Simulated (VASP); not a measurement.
Input of a VASP 6.6.1 run:

File INCAR:

```
PREC = Accurate ; ENCUT = 520
EDIFF = 1E-7 ; ISMEAR = 0
SIGMA = 0.03 ; LREAL = F
LASPH = T ; NELM = 60
ALGO = Normal ; ISIF = 2
LWAVE = F ; LCHARG = T
GGA = PS ; LELF = T
LVHAR = T ; NBANDS = 54
```

File KPOINTS:

```
regular mesh
0
Gamma
  10 10 10
```

File POSCAR:

```
FeGe
1.0
    4.3443754520      0.0000000000      0.0000000000
    0.0000000000      4.3443754520      0.0000000000
    0.0000000000      0.0000000000      4.3443754520
Fe Ge
4 4
Direct
    0.1408569755      0.1408569755      0.1408569755
    0.3591430245      0.8591430245      0.6408569755
    0.6408569755      0.3591430245      0.8591430245
    0.8591430245      0.6408569755      0.3591430245
    0.8413702668      0.8413702668      0.8413702668
    0.6586297332      0.1586297332      0.3413702668
    0.3413702668      0.6586297332      0.1586297332
    0.1586297332      0.3413702668      0.6586297332
```

Potentials or basis: VASP PAW PBE potentials, release 64 (Fe, Ge_d).

The run is started by

```console
$ cat potpaw_PBE.64/Fe/POTCAR potpaw_PBE.64/Ge_d/POTCAR > POTCAR
$ mpirun -np 1 vasp_std > vasp.out
```

(1) What does it give for the pressure?

(2) Estimate the largest force.

Results:

(1) 46.4 GPa.

(2) 0.039 eV/Å.

Caveat: the cell stands under pressure; the PAW data sets were made with another functional, which shifts forces and pressure a little.
